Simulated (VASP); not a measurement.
# SnTe (Fm-3m) in VASP: further runs

The runs below take SnTe through dielectric tensor, elastic constants, vibrations by perturbation theory, with PBEsol, PBE.

Program: VASP 6.6.1. These are calculated values, not measurements. Logs are shortened: lines on timing, memory, paths and dates and some standing lists are left out, and cuts for length are marked.

## (1) The cell of the first run

It takes space group Fm-3m (No. 225, cubic). Conventional cell: a = 6.302 Å, b = 6.302 Å, c = 6.302 Å, α = 90.00°, β = 90.00°, γ = 90.00°. Te (site symmetry m-3m) has 6 Sn at 3.15 Å within 4.1 Å. Sn (site symmetry m-3m) has 6 Te at 3.15 Å within 4.1 Å.

## (2) Dielectric tensor, PBEsol

File INCAR:

```
ALGO = Normal
EDIFF = 1E-8
ENCUT = 520
GGA = PS
ISIF = 2
ISMEAR = 0
LASPH = T
LCHARG = F
LEPSILON = T
LREAL = F
LWAVE = F
NELM = 100
PREC = Accurate
SIGMA = 0.01
```

File KPOINTS:

```
k-points
0
Gamma
  7 7 7
```

File POSCAR:

```
SnTe
1.0
    0.0000000000      3.1508500000      3.1508500000
    3.1508500000      0.0000000000      3.1508500000
    3.1508500000      3.1508500000      0.0000000000
Te Sn
1 1
Direct
    0.5000000000      0.5000000000      0.5000000000
    0.0000000000      0.0000000000      0.0000000000
```

Potentials or basis: VASP PAW PBE potentials, release 64 (Te, Sn_d).

On the command line:

```bash
$ cat potpaw_PBE.64/Te/POTCAR potpaw_PBE.64/Sn_d/POTCAR > POTCAR
$ mpirun -np 1 vasp_std > vasp.out
```

OUTCAR:

```text
EDIFF = 1E-8
   ENCUT = 520
   GGA = PS
   ISIF = 2
   ISMEAR = 0
   LASPH = T
   LEPSILON = T
   LREAL = F
   NELM = 100
   PREC = Accurate

 ion  position               nearest neighbor table
   1  0.500  0.500  0.500-   2 3.15   2 3.15   2 3.15   2 3.15   2 3.15   2 3.15
   2  0.000  0.000  0.000-   1 3.15   1 3.15   1 3.15   1 3.15   1 3.15   1 3.15

  LATTYP: Found a face centered cubic cell.
 ALAT       =     6.3017000000

  Lattice vectors:

 A1 = (   0.0000000000,   3.1508500000,   3.1508500000)
 A2 = (   3.1508500000,   0.0000000000,   3.1508500000)
 A3 = (   3.1508500000,   3.1508500000,   0.0000000000)

Analysis of symmetry for initial positions (statically):
=====================================================================
 Subroutine PRICEL returns:
 Original cell was already a primitive cell.

 Routine SETGRP: Setting up the symmetry group for a
 face centered cubic supercell.

 Subroutine GETGRP returns: Found 48 space group operations
 (whereof 48 operations were pure point group operations)
 out of a pool of 48 trial point group operations.

The static configuration has the point symmetry O_h .

Analysis of symmetry for dynamics (positions and initial velocities):
=====================================================================
 Subroutine PRICEL returns:
 Original cell was already a primitive cell.

 Routine SETGRP: Setting up the symmetry group for a
 face centered cubic supercell.

 Subroutine GETGRP returns: Found 48 space group operations
 (whereof 48 operations were pure point group operations)
 out of a pool of 48 trial point group operations.

The dynamic configuration has the point symmetry O_h .

 Subroutine INISYM returns: Found 48 space group operations
 (whereof 48 operations are pure point group operations),
 and found     1 'primitive' translations

----------------------------------------------------------------------------------------

                                     Primitive cell

  volume of cell :      62.5624

  direct lattice vectors                    reciprocal lattice vectors
     0.000000000  3.150850000  3.150850000    -0.158687338  0.158687338  0.158687338
     3.150850000  0.000000000  3.150850000     0.158687338 -0.158687338  0.158687338
     3.150850000  3.150850000  0.000000000     0.158687338  0.158687338 -0.158687338

  length of vectors
     4.455974803  4.455974803  4.455974803     0.274854533  0.274854533  0.274854533

  position of ions in fractional coordinates (direct lattice)
     0.500000000  0.500000000  0.500000000
     0.000000000  0.000000000  0.000000000

  ion indices of the primitive-cell ions
   primitive index   ion index
                 1           1
                 2           2

----------------------------------------------------------------------------------------

 KPOINTS: k-points

Automatic generation of k-mesh.
 Grid dimensions read from file:
 generate k-points for:    7    7    7

 Generating k-lattice:

  Cartesian coordinates                     Fractional coordinates (reciprocal lattice)
    -0.022669620  0.022669620  0.022669620     0.142857143  0.000000000  0.000000000
     0.022669620 -0.022669620  0.022669620     0.000000000  0.142857143  0.000000000
     0.022669620  0.022669620 -0.022669620     0.000000000  0.000000000  0.142857143

  Length of vectors
     0.039264933  0.039264933  0.039264933

  Shift w.r.t. Gamma in fractional coordinates (k-lattice)
     0.000000000  0.000000000  0.000000000

 Subroutine IBZKPT returns following result:
 ===========================================

 Found     20 irreducible k-points:

 Following reciprocal coordinates:
            Coordinates               Weight
  0.000000  0.000000  0.000000      1.000000
  0.142857  0.000000  0.000000      8.000000
  0.285714  0.000000  0.000000      8.000000
  0.428571  0.000000  0.000000      8.000000
  0.142857  0.142857  0.000000      6.000000
  0.285714  0.142857  0.000000     24.000000
[... 12 lines left out ...]
 -0.428571  0.428571  0.142857     24.000000
 -0.285714  0.428571  0.142857     24.000000
   k-points           NKPTS =     20   k-points in BZ     NKDIM =     20   number of bands    NBANDS=     14
   number of dos      NEDOS =    301   number of ions     NIONS =      2
   total plane-waves  NPLWV =  46656
   dimension x,y,z NGX =    36 NGY =   36 NGZ =   36
   dimension x,y,z NGXF=    72 NGYF=   72 NGZF=   72
   ions per type =               1   1
   NGX,Y,Z   is equivalent  to a cutoff of  13.43, 13.43, 13.43 a.u.
   NGXF,Y,Z  is equivalent  to a cutoff of  26.86, 26.86, 26.86 a.u.
 SYSTEM =  unknown system
   PREC   = accura    normal or accurate (medium, high low for compatibility)
   ISTART =      0    job   : 0-new  1-cont  2-samecut
   ICHARG =      2    charge: 1-file 2-atom 10-const
   ISPIN  =      1    spin polarized calculation?
   LNONCOLLINEAR =      F non collinear calculations
   LSORBIT =      F    spin-orbit coupling
   LASPH  =      T    aspherical Exc in radial PAW
   ENCUT  =  520.0 eV  38.22 Ry    6.18 a.u.   8.29  8.29  8.29*2*pi/ulx,y,z
   NELM   =    100;   NELMIN=  2; NELMDL= -5     # of ELM steps
   EDIFF  = 0.1E-07   stopping-criterion for ELM
   LREAL  =      F    real-space projection
   EDIFFG = 0.1E-06   stopping-criterion for IOM
   NSW    =      0    number of steps for IOM
   IBRION =     -1    ionic relax: 0-MD 1-quasi-New 2-CG
   NFREE  =      0    steps in history (QN), initial steepest desc. (CG)
   ISIF   =      2    stress and relaxation
   ISYM   =      2    0-nonsym 1-usesym 2-fastsym
   POTIM  = 0.5000    time-step for ionic-motion
   TEBEG  =    0.0;   TEEND  =   0.0 temperature during run
   PSTRESS=    0.0 pullay stress
   NELECT =      20.0000    total number of electrons
   NUPDOWN=      -1.0000    fix difference up-down
   EMIN   =  10.00;   EMAX   =-10.00  energy-range for DOS
   EFERMI =   0.00;   METHOD = LEGACY
   ISMEAR =     0;   SIGMA  =   0.01  broadening in eV -4-tet -1-fermi 0-gaus
   EFERMI_NEDOS =   21; number of points for ismear=-14 and -15
   IALGO  =     38    algorithm
   IMIX   =      4    mixing-type and parameters
     AMIX     =   0.40;   BMIX     =  1.00
     AMIX_MAG =   1.60;   BMIX_MAG =  1.00
  volume/ion in A,a.u.               =      31.28       211.10
  Fermi-wavevector in a.u.,A,eV,Ry     =   1.119387  2.115336 17.048485  1.253028
  Thomas-Fermi vector in A             =   2.256026
   LORBIT       =      0    0 simple, 1 ext, 2 COOP (PROOUT), +10 PAW based schemes
   GGA     = PS    functional components
   LHFCALC =     F    Hartree Fock is set to
   AEXX    =    0.0000 exact exchange contribution
   IVDW    =     0    specifies the selected vdW correction
   LEPSILON=     T    determine dielectric tensor
   LRPA    =     F    only Hartree local field effects (RPA)
 non-spin polarized calculation
 Gauss-broadening in eV      SIGMA  =   0.01
  energy-cutoff  :      520.00
  volume of cell :       62.56
 maximum number of plane-waves:      1705
 NGX is ok and might be reduce to    36
   NGX = 17   NGY = 17   NGZ = 17

--------------------------------------- Ionic step        1  -------------------------------------------

 number of electron      19.9999998 magnetization

 E-fermi :   6.5919     XC(G=0):  -9.6552

 val. band max:        6.5204094397   @ k =   0.4286   0.0000   0.0000
 cond. band min:       7.1829796788   @ k =   0.4286   0.0000   0.0000
 fundamental gap:      0.6625702391
 Fermi energy:         6.5918674352

 k-point     1 :       0.0000    0.0000    0.0000
  band No.  band energies     occupation
      1     -14.9796      2.00000
      2     -14.9796      2.00000
      3     -14.9724      2.00000
      4     -14.9724      2.00000
      5     -14.9724      2.00000
      6      -6.0208      2.00000
      7       2.0893      2.00000
      8       4.6676      2.00000
      9       4.6676      2.00000
     10       4.6676      2.00000
     11      10.1349      0.00000
     12      10.1349      0.00000
     13      10.1349      0.00000
     14      11.5182      0.00000
[... 307 lines left out ...]
 k-point    20 :      -0.2857    0.4286    0.1429
  band No.  band energies     occupation
      1     -14.9916      2.00000
      2     -14.9798      2.00000
      3     -14.9703      2.00000
      4     -14.9673      2.00000
      5     -14.9619      2.00000
      6      -4.3779      2.00000
      7      -0.7039      2.00000
      8       1.8327      2.00000
      9       2.5558      2.00000
     10       5.5756      2.00000
     11       7.9735      0.00000
     12      10.8892      0.00000
     13      11.7986      0.00000
     14      12.0335      0.00000

  FORCE on cell =-STRESS in cart. coord.  units (eV):
  Direction    XX          YY          ZZ          XY          YZ          ZX
  --------------------------------------------------------------------------------------
  -------------------------------------------------------------------------------------
  Total       -0.1443471     -0.1443471     -0.1443471      0.0000000      0.0000000     -0.0000000
  in kB       -3.6966267     -3.6966267     -3.6966267      0.0000000      0.0000000     -0.0000000
  external PRESSURE =      -3.6966267 kB  Pullay stress =       0.0000000 kB

 VOLUME and BASIS-vectors are now :
 -----------------------------------------------------------------------------
  energy-cutoff  :      520.00
  volume of cell :       62.56
      direct lattice vectors                 reciprocal lattice vectors
     0.000000000  3.150850000  3.150850000    -0.158687338  0.158687338  0.158687338
     3.150850000  0.000000000  3.150850000     0.158687338 -0.158687338  0.158687338
     3.150850000  3.150850000  0.000000000     0.158687338  0.158687338 -0.158687338

 POSITION                                       TOTAL-FORCE (eV/Angst)
 -----------------------------------------------------------------------------------
      3.15085      3.15085      3.15085         0.000000     -0.000000      0.000000
      0.00000      0.00000      0.00000        -0.000000      0.000000     -0.000000
 -----------------------------------------------------------------------------------
    total drift:                               -0.000000      0.000000      0.000000

  FREE ENERGIE OF THE ION-ELECTRON SYSTEM (eV)
  ---------------------------------------------------
  free  energy   TOTEN  =        -8.3444377935 eV

  energy  without entropy=       -8.3444377935  energy(sigma->0) =       -8.34443779

 HEAD OF MICROSCOPIC STATIC DIELECTRIC TENSOR (INDEPENDENT PARTICLE, excluding Hartree and local field effects)
 ------------------------------------------------------
          54.494011     0.000000    -0.000000
           0.000000    54.494011     0.000000
          -0.000000     0.000000    54.494011
 ------------------------------------------------------

 Free energy of the ion-electron system (eV)
  ---------------------------------------------------
  ---------------------------------------------------
  free energy    TOTEN  =        -9.38472357 eV

  energy without entropy =       -9.38472357

------------------------ aborting loop because EDIFF is reached ----------------------------------------

--------------------------------------- Ionic step        2  -------------------------------------------

------------------------ aborting loop because EDIFF is reached ----------------------------------------

--------------------------------------- Ionic step        3  -------------------------------------------

 Free energy of the ion-electron system (eV)
  ---------------------------------------------------
  ---------------------------------------------------
  free energy    TOTEN  =        -9.38477010 eV

  energy without entropy =       -9.38477010

------------------------ aborting loop because EDIFF is reached ----------------------------------------

 PIEZOELECTRIC TENSOR FIELD DIRECTION 3  (e Angst)
 -----------------------------------------------------------------------------
     0.06324  0.00000 -0.00000           ( -0.00000  0.00000 -0.00000)
     0.00000  0.06324 -0.00000           (  0.00000 -0.00000  0.00000)
     0.00000  0.00000 -0.08434           ( -0.00000  0.00000 -0.00003)

 PIEZOELECTRIC TENSOR FIELD DIRECTION 3  (C/m^2)
 -----------------------------------------------------------------------------
     0.01620  0.00000 -0.00000
     0.00000  0.01620 -0.00000
     0.00000  0.00000 -0.02160

 MACROSCOPIC STATIC DIELECTRIC TENSOR (including local field effects in DFT)
 ------------------------------------------------------
          52.894407     0.000000    -0.000000
           0.000000    52.894407     0.000000
           0.000000     0.000000    52.894407
 ------------------------------------------------------

 PIEZOELECTRIC TENSOR (including local field effects)  for field in x, y, z        (e  Angst)
          XX          YY          ZZ          XY          YZ          ZX
  --------------------------------------------------------------------------------
  x     0.00000     0.00000     0.00000     0.00000     0.00000     0.00000
  y     0.00000     0.00000     0.00000     0.00000     0.00000     0.00000
  z     0.00000     0.00000     0.00000     0.00000     0.00000     0.00000

 PIEZOELECTRIC TENSOR (including local field effects)  for field in x, y, z        (C/m^2)
          XX          YY          ZZ          XY          YZ          ZX
  --------------------------------------------------------------------------------
  x     0.00000     0.00000     0.00000     0.00000     0.00000     0.00000
  y     0.00000     0.00000     0.00000     0.00000     0.00000     0.00000
  z     0.00000     0.00000     0.00000     0.00000     0.00000     0.00000

 BORN EFFECTIVE CHARGES (including local field effects) (in |e|, cummulative output)
 ---------------------------------------------------------------------------------
 ion    1
    1    -7.18182     0.00000     0.00000
    2     0.00000    -7.18182     0.00000
    3     0.00000     0.00000    -7.18182
 ion    2
    1     7.18182     0.00000     0.00000
    2     0.00000     7.18182     0.00000
    3     0.00000     0.00000     7.18182
```

Wall time 12 min (1 thread of Intel Xeon 8259CL, shared host); peak memory 0.29 GiB.

Levels at points of the mesh, in eV from the Fermi level:
| k point | band 6 | band 7 | band 8 | band 9 | band 10 | band 11 | band 12 | band 13 | band 14 |
| --- | --- | --- | --- | --- | --- | --- | --- | --- | --- |
| (0.00, 0.00, 0.00) | -12.61 | -4.50 | -1.92 | -1.92 | -1.92 | 3.54 | 3.54 | 3.54 | 4.93 |

Caveat: the gap is small at this level, which inflates the dielectric constant; this odd mesh misses L, so gap, dielectric constants and Born charges aren't listed; the PAW data sets were made with another functional, which shifts forces and pressure a little; spin-orbit coupling is left out, which moves the levels of the heavy elements.

## (3) Elastic constants, PBE

File INCAR:

```
SYSTEM = SnTe
PREC = Accurate
ENCUT = 600
EDIFF = 1E-8
ISMEAR = -1
SIGMA = 0.05
LREAL = .FALSE.
LASPH = .TRUE.
NELM = 80
ALGO = Normal
ISIF = 3
LWAVE = .FALSE.
LCHARG = .FALSE.
GGA = PE
IBRION = 6
NFREE = 2
POTIM = 0.015
NSW = 1
```

File KPOINTS:

```
regular mesh
0
G
  5 5 5
  0 0 0
```

POSCAR is that of step 2.

Potentials or basis: VASP PAW PBE potentials, release 64 (Te, Sn_d).

On the command line:

```bash
$ cat potpaw_PBE.64/Te/POTCAR potpaw_PBE.64/Sn_d/POTCAR > POTCAR
$ mpirun -np 1 vasp_std > vasp.out
```

It took 9.5 min on 1 thread of Intel Xeon 8259CL, shared host; peak memory 0.26 GiB.

Results (log left out):

```yaml
Elastic_constants_C11_C12_C44: 140, 1, 16 GPa
Voigt_bulk_modulus: 47 GPa
Highest_phonon_frequency_at_Γ_LO-TO_splitting_left_out: 0 cm⁻¹
Most_unstable_mode: 25i cm⁻¹
```

Phonon frequencies in cm⁻¹ (negative: imaginary):
```
              q point        frequencies
(0.000, 0.000, 0.000)  -25 -25 -25 0 0 0
```

Elastic tensor in Voigt notation (GPa, in the Cartesian axes of the cell as first typed):
```
140   1   1   0   0   0
  1 140   1   0   0   0
  1   1 140   0   0   0
  0   0   0  16   0   0
  0   0   0   0  16   0
  0   0   0   0   0  16
```

Clamped-ion elastic tensor (GPa):
```
140   1   1   0   0   0
  1 140   1   0   0   0
  1   1 140   0   0   0
  0   0   0  16   0   0
  0   0   0   0  16   0
  0   0   0   0   0  16
```

Caveat: the cell is under stress, which shifts elastic constants; some modes are imaginary; this odd mesh misses L, so gap, dielectric constants and Born charges aren't listed; spin-orbit coupling is left out, which moves the levels of the heavy elements.

[end of part 1 of 2]
